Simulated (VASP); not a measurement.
# Nb in VASP: single point with PBEsol

Aim: the single point of Nb with PBEsol.

Everything below comes from runs of VASP 6.6.1. Logs are shortened: lines on timing, memory, paths and dates and some standing lists are left out, and cuts for length are marked.

### Step 1. The cell of the first run

The cell holds a slab with vacuum, 14 atoms: a = 4.625 Å, b = 4.625 Å, c = 28.274 Å, α = 90.00°, β = 90.00°, γ = 60.00°.

### Step 2. Single point, PBEsol

The input, INCAR:

```
SYSTEM = Nb
PREC = Accurate ; ENCUT = 520
EDIFF = 1E-6 ; ISMEAR = 1
SIGMA = 0.1 ; LREAL = .False.
LASPH = .True. ; NELM = 60
ALGO = Normal ; ISIF = 2
LWAVE = .False. ; LCHARG = .False.
LDIPOL = .True. ; IDIPOL = 3
DIPOL = 0.5 0.5 0.500 ; GGA = PS
NBANDS = 104
```

The input, KPOINTS:

```
Automatic mesh
0
Gamma
  8 8 1
  0 0 0
```

The input, POSCAR:

```
Nb
1.0
    4.6253602370      0.0000000000      0.0000000000
    2.3126801180      4.0056794670      0.0000000000
    0.0000000000      0.0000000000     28.2739201620
Nb
14
Direct
    0.6666666667      0.6666666667      0.2829462612
    0.0000000000      0.0000000000      0.3163391441
    0.3333333333      0.3333333333      0.3497320270
    0.6666666667      0.6666666667      0.3831249099
    0.0000000000      0.0000000000      0.4165177928
    0.3333333333      0.3333333333      0.4499106757
    0.6666666667      0.6666666667      0.4833035586
    0.0000000000      0.0000000000      0.5166964414
    0.3333333333      0.3333333333      0.5500893243
    0.6666666667      0.6666666667      0.5834822072
    0.0000000000      0.0000000000      0.6168750901
    0.3333333333      0.3333333333      0.6502679730
    0.6666666667      0.6666666667      0.6836608559
    0.0000000000      0.0000000000      0.7170537388
```

Potentials or basis: VASP PAW PBE potentials, release 64 (Nb_sv).

Launch:

```sh
cat potpaw_PBE.64/Nb_sv/POTCAR > POTCAR
mpirun -np 1 vasp_std > vasp.out
```

OUTCAR:

```text
SYSTEM = Nb
   PREC = Accurate
   ENCUT = 520
   EDIFF = 1E-6
   ISMEAR = 1
   LREAL = .False.
   LASPH = .True.
   NELM = 60
   ISIF = 2
   GGA = PS

 ion  position               nearest neighbor table
   1  0.667  0.667  0.283-   2 2.83   2 2.83   2 2.83   4 2.83
   2  0.000  0.000  0.316-   1 2.83   3 2.83   1 2.83   3 2.83   1 2.83   3 2.83   5 2.83
   3  0.333  0.333  0.350-   2 2.83   4 2.83   4 2.83   2 2.83   2 2.83   4 2.83   6 2.83
   4  0.667  0.667  0.383-   5 2.83   3 2.83   3 2.83   5 2.83   5 2.83   3 2.83   1 2.83   7 2.83

   5  0.000  0.000  0.417-   8 2.83   6 2.83   4 2.83   6 2.83   4 2.83   6 2.83   4 2.83   2 2.83

   6  0.333  0.333  0.450-   9 2.83   5 2.83   7 2.83   7 2.83   5 2.83   5 2.83   7 2.83   3 2.83

   7  0.667  0.667  0.483-  10 2.83   8 2.83   8 2.83   8 2.83   6 2.83   6 2.83   6 2.83   4 2.83

   8  0.000  0.000  0.517-   5 2.83   7 2.83   7 2.83   7 2.83   9 2.83   9 2.83   9 2.83  11 2.83

   9  0.333  0.333  0.550-   6 2.83   8 2.83  10 2.83  10 2.83   8 2.83   8 2.83  10 2.83  12 2.83

  10  0.667  0.667  0.583-   7 2.83  11 2.83   9 2.83   9 2.83  11 2.83  11 2.83   9 2.83  13 2.83

  11  0.000  0.000  0.617-  12 2.83  10 2.83  12 2.83  10 2.83  12 2.83  10 2.83  14 2.83   8 2.83

  12  0.333  0.333  0.650-  11 2.83  13 2.83  13 2.83  11 2.83  11 2.83  13 2.83   9 2.83
  13  0.667  0.667  0.684-  14 2.83  12 2.83  12 2.83  14 2.83  14 2.83  12 2.83  10 2.83
  14  0.000  0.000  0.717-  13 2.83  13 2.83  13 2.83  11 2.83

  LATTYP: Found a hexagonal cell.
 ALAT       =     4.6253602368
 C/A-ratio  =     6.1128039146

  Lattice vectors:

 A1 = (  -2.3126801180,  -4.0056794670,   0.0000000000)
 A2 = (   4.6253602370,   0.0000000000,   0.0000000000)
 A3 = (   0.0000000000,   0.0000000000,  28.2739201620)

Analysis of symmetry for initial positions (statically):
=====================================================================
 Subroutine PRICEL returns:
 Original cell was already a primitive cell.

 Routine SETGRP: Setting up the symmetry group for a
 hexagonal supercell.

 Subroutine GETGRP returns: Found 12 space group operations
 (whereof  6 operations were pure point group operations)
 out of a pool of 24 trial point group operations.

The static configuration has the point symmetry C_3v.
 The point group associated with its full space group is D_3d.

Analysis of symmetry for dynamics (positions and initial velocities):
=====================================================================
 Subroutine PRICEL returns:
 Original cell was already a primitive cell.

 Routine SETGRP: Setting up the symmetry group for a
 hexagonal supercell.

 Subroutine GETGRP returns: Found 12 space group operations
 (whereof  6 operations were pure point group operations)
 out of a pool of 24 trial point group operations.

The dynamic configuration has the point symmetry C_3v.
 The point group associated with its full space group is D_3d.

 Subroutine INISYM returns: Found 12 space group operations
 (whereof  6 operations are pure point group operations),
 and found     1 'primitive' translations

----------------------------------------------------------------------------------------

                                     Primitive cell

  volume of cell :     523.8510

  direct lattice vectors                    reciprocal lattice vectors
     4.625360237  0.000000000  0.000000000     0.216199377 -0.124822768  0.000000000
     2.312680118  4.005679467  0.000000000     0.000000000  0.249645537  0.000000000
     0.000000000  0.000000000 28.273920162     0.000000000  0.000000000  0.035368283

  length of vectors
     4.625360237  4.625360237 28.273920162     0.249645537  0.249645537  0.035368283

  position of ions in fractional coordinates (direct lattice)
     0.666666667  0.666666667  0.282946261
     0.000000000  0.000000000  0.316339144
     0.333333333  0.333333333  0.349732027
     0.666666667  0.666666667  0.383124910
     0.000000000  0.000000000  0.416517793
     0.333333333  0.333333333  0.449910676
     0.666666667  0.666666667  0.483303559
     0.000000000  0.000000000  0.516696441
     0.333333333  0.333333333  0.550089324
     0.666666667  0.666666667  0.583482207
     0.000000000  0.000000000  0.616875090
     0.333333333  0.333333333  0.650267973
     0.666666667  0.666666667  0.683660856
     0.000000000  0.000000000  0.717053739

  ion indices of the primitive-cell ions
   primitive index   ion index
                 1           1
                 2           2
                 3           3
                 4           4
                 5           5
                 6           6
                 7           7
                 8           8
                 9           9
                10          10
                11          11
                12          12
                13          13
                14          14

----------------------------------------------------------------------------------------

 KPOINTS: Automatic mesh

Automatic generation of k-mesh.
 Grid dimensions read from file:
 generate k-points for:    8    8    1

 Generating k-lattice:

  Cartesian coordinates                     Fractional coordinates (reciprocal lattice)
     0.027024922 -0.015602846  0.000000000     0.125000000  0.000000000  0.000000000
     0.000000000  0.031205692  0.000000000     0.000000000  0.125000000  0.000000000
     0.000000000  0.000000000  0.035368283     0.000000000  0.000000000  1.000000000

  Length of vectors
     0.031205692  0.031205692  0.035368283

  Shift w.r.t. Gamma in fractional coordinates (k-lattice)
     0.000000000  0.000000000  0.000000000

 Subroutine IBZKPT returns following result:
 ===========================================

 Found     10 irreducible k-points:

 Following reciprocal coordinates:
            Coordinates               Weight
  0.000000  0.000000  0.000000      1.000000
  0.125000 -0.000000  0.000000      6.000000
  0.250000 -0.000000  0.000000      6.000000
  0.375000  0.000000  0.000000      6.000000
  0.500000 -0.000000  0.000000      3.000000
  0.250000  0.125000  0.000000      6.000000
  0.375000  0.125000  0.000000     12.000000
  0.500000  0.125000  0.000000     12.000000
  0.500000  0.250000  0.000000      6.000000
 -0.375000  0.250000  0.000000      6.000000
   k-points           NKPTS =     10   k-points in BZ     NKDIM =     10   number of bands    NBANDS=    104
   number of dos      NEDOS =    301   number of ions     NIONS =     14
   total plane-waves  NPLWV = 272160
   dimension x,y,z NGX =    36 NGY =   36 NGZ =  210
   dimension x,y,z NGXF=    72 NGYF=   72 NGZF=  420
   ions per type =              14
   NGX,Y,Z   is equivalent  to a cutoff of  12.94, 12.94, 12.35 a.u.
   NGXF,Y,Z  is equivalent  to a cutoff of  25.88, 25.88, 24.70 a.u.
 SYSTEM =  Nb
   PREC   = accura    normal or accurate (medium, high low for compatibility)
   ISTART =      0    job   : 0-new  1-cont  2-samecut
   ICHARG =      2    charge: 1-file 2-atom 10-const
   ISPIN  =      1    spin polarized calculation?
   LNONCOLLINEAR =      F non collinear calculations
   LSORBIT =      F    spin-orbit coupling
   LASPH  =      T    aspherical Exc in radial PAW
   ENCUT  =  520.0 eV  38.22 Ry    6.18 a.u.   8.60  8.60 52.57*2*pi/ulx,y,z
   NELM   =     60;   NELMIN=  2; NELMDL= -5     # of ELM steps
   EDIFF  = 0.1E-05   stopping-criterion for ELM
   LREAL  =      F    real-space projection
   EDIFFG = 0.1E-04   stopping-criterion for IOM
   NSW    =      0    number of steps for IOM
   IBRION =     -1    ionic relax: 0-MD 1-quasi-New 2-CG
   NFREE  =      0    steps in history (QN), initial steepest desc. (CG)
   ISIF   =      2    stress and relaxation
   ISYM   =      2    0-nonsym 1-usesym 2-fastsym
   POTIM  = 0.5000    time-step for ionic-motion
   TEBEG  =    0.0;   TEEND  =   0.0 temperature during run
   PSTRESS=    0.0 pullay stress
   NELECT =     182.0000    total number of electrons
   NUPDOWN=      -1.0000    fix difference up-down
   EMIN   =  10.00;   EMAX   =-10.00  energy-range for DOS
   EFERMI =   0.00;   METHOD = LEGACY
   ISMEAR =     1;   SIGMA  =   0.10  broadening in eV -4-tet -1-fermi 0-gaus
   EFERMI_NEDOS =   21; number of points for ismear=-14 and -15
   IALGO  =     38    algorithm
   IMIX   =      4    mixing-type and parameters
     AMIX     =   0.40;   BMIX     =  1.00
     AMIX_MAG =   1.60;   BMIX_MAG =  1.00
  volume/ion in A,a.u.               =      37.42       252.51
  Fermi-wavevector in a.u.,A,eV,Ry     =   1.150878  2.174844 18.021197  1.324521
  Thomas-Fermi vector in A             =   2.287539
   LORBIT       =      0    0 simple, 1 ext, 2 COOP (PROOUT), +10 PAW based schemes
   GGA     = PS    functional components
   LHFCALC =     F    Hartree Fock is set to
   AEXX    =    0.0000 exact exchange contribution
   IVDW    =     0    specifies the selected vdW correction
   LEPSILON=     F    determine dielectric tensor
   LRPA    =     F    only Hartree local field effects (RPA)
 non-spin polarized calculation
 Methfessel and Paxton  Order N= 1 SIGMA  =   0.10
  energy-cutoff  :      520.00
  volume of cell :      523.85
 maximum number of plane-waves:     14171
 NGX is ok and might be reduce to    36
   NGX = 17   NGY = 17   NGZ =105

 number of electron     182.0000010 magnetization

 dipolmoment           0.000000      0.000000      0.000000 electrons x Angstroem

 Free energy of the ion-electron system (eV)
  ---------------------------------------------------
  ext. energy  EPLUGINS =         0.00000000
  ---------------------------------------------------
  free energy    TOTEN  =      -146.46179526 eV

  energy without entropy =     -146.44837547  energy(sigma->0) =     -146.45732200

 E-fermi :   3.6199     XC(G=0):  -6.8520

 val. band max:        3.6196569124   @ k =   0.1250  -0.0000   0.0000
 cond. band min:       3.6231954631   @ k =   0.3750   0.1250   0.0000
 fundamental gap:      0.0035385507
 Fermi energy:         3.6198581493

 k-point     1 :       0.0000    0.0000    0.0000
  band No.  band energies     occupation
      1     -51.0468      2.00000
      2     -51.0467      2.00000
      3     -50.7192      2.00000
      4     -50.7151      2.00000
      5     -50.5640      2.00000
      6     -50.4667      2.00000
[... 95 lines left out ...]
    102       5.7568      0.00000
    103       5.7591      0.00000

 k-point     2 :       0.1250   -0.0000    0.0000
  band No.  band energies     occupation
      1     -51.0446      2.00000
      2     -51.0446      2.00000
      3     -50.7122      2.00000
      4     -50.7087      2.00000
      5     -50.5532      2.00000
      6     -50.4598      2.00000
[... 837 lines left out ...]
    102       5.1369     -0.00000
    103       5.2296     -0.00000

 k-point    10 :      -0.3750    0.2500    0.0000
  band No.  band energies     occupation
      1     -51.0309      2.00000
      2     -51.0309      2.00000
      3     -50.6569      2.00000
      4     -50.6564      2.00000
      5     -50.4856      2.00000
      6     -50.4852      2.00000
[... 95 lines left out ...]
    102       5.1736     -0.00000
    103       5.2142     -0.00000
 [bands above 103 left out]

------------------------ aborting loop because EDIFF is reached ----------------------------------------

 vacuum level on the upper side and lower side of the slab       (xc-potential included)        -0.352        -0.352

  FORCE on cell =-STRESS in cart. coord.  units (eV):
  Direction    XX          YY          ZZ          XY          YZ          ZX
  --------------------------------------------------------------------------------------
  -------------------------------------------------------------------------------------
  Total      -10.4081727    -10.4081727     -9.0357606      0.0000000     -0.0000000     -0.0000000
  in kB      -31.8329794    -31.8329794    -27.6355120      0.0000000     -0.0000000     -0.0000000
  external PRESSURE =     -30.4338236 kB  Pullay stress =       0.0000000 kB

 VOLUME and BASIS-vectors are now :
 -----------------------------------------------------------------------------
  energy-cutoff  :      520.00
  volume of cell :      523.85
      direct lattice vectors                 reciprocal lattice vectors
     4.625360237  0.000000000  0.000000000     0.216199377 -0.124822768  0.000000000
     2.312680118  4.005679467  0.000000000     0.000000000  0.249645537  0.000000000
     0.000000000  0.000000000 28.273920162     0.000000000  0.000000000  0.035368283

 POSITION                                       TOTAL-FORCE (eV/Angst)
 -----------------------------------------------------------------------------------
      4.62536      2.67045      8.00000        -0.000000     -0.000000      1.863129
      0.00000      0.00000      8.94415         0.000000      0.000000      0.203464
      2.31268      1.33523      9.88830         0.000000      0.000000     -1.230402
      4.62536      2.67045     10.83244        -0.000000     -0.000000     -0.684504
      0.00000      0.00000     11.77659        -0.000000      0.000000     -0.420056
      2.31268      1.33523     12.72074         0.000000     -0.000000      0.132663
      4.62536      2.67045     13.66489         0.000000      0.000000      0.418371
      0.00000      0.00000     14.60903        -0.000000      0.000000     -0.418371
      2.31268      1.33523     15.55318        -0.000000      0.000000     -0.132663
      4.62536      2.67045     16.49733         0.000000      0.000000      0.420056
      0.00000      0.00000     17.44148         0.000000      0.000000      0.684504
      2.31268      1.33523     18.38562        -0.000000     -0.000000      1.230402
      4.62536      2.67045     19.32977         0.000000     -0.000000     -0.203464
      0.00000      0.00000     20.27392         0.000000      0.000000     -1.863129
 -----------------------------------------------------------------------------------
    total drift:                               -0.000001     -0.000000     -0.000000

  FREE ENERGIE OF THE ION-ELECTRON SYSTEM (eV)
  ---------------------------------------------------
  free  energy   TOTEN  =      -146.4617952623 eV

  energy  without entropy=     -146.4483754670  energy(sigma->0) =     -146.45732200

 vacuum level on the upper side and lower side of the slab         6.761         6.761
```

It took 63 min on 1 thread of Oxide Virtual Turin-like, shared host; peak memory 0.75 GiB.

Results:

```
Free energy            : -146.4618 eV
Largest force          : 1.863 eV/Å
Band gap on the k mesh : zero (bands 91 and 92 overlap by 0.20 eV)
```

Forces in eV/Å, atoms in the order of the input:
```
Nb   0.000  0.000  1.863
Nb   0.000  0.000  0.203
Nb   0.000  0.000 -1.230
Nb   0.000  0.000 -0.685
Nb   0.000  0.000 -0.420
Nb   0.000  0.000  0.133
Nb   0.000  0.000  0.418
Nb   0.000  0.000 -0.418
Nb   0.000  0.000 -0.133
Nb   0.000  0.000  0.420
Nb   0.000  0.000  0.685
Nb   0.000  0.000  1.230
Nb   0.000  0.000 -0.203
Nb   0.000  0.000 -1.863
```

Caveat: the PAW data sets were made with another functional, which shifts forces and pressure a little.
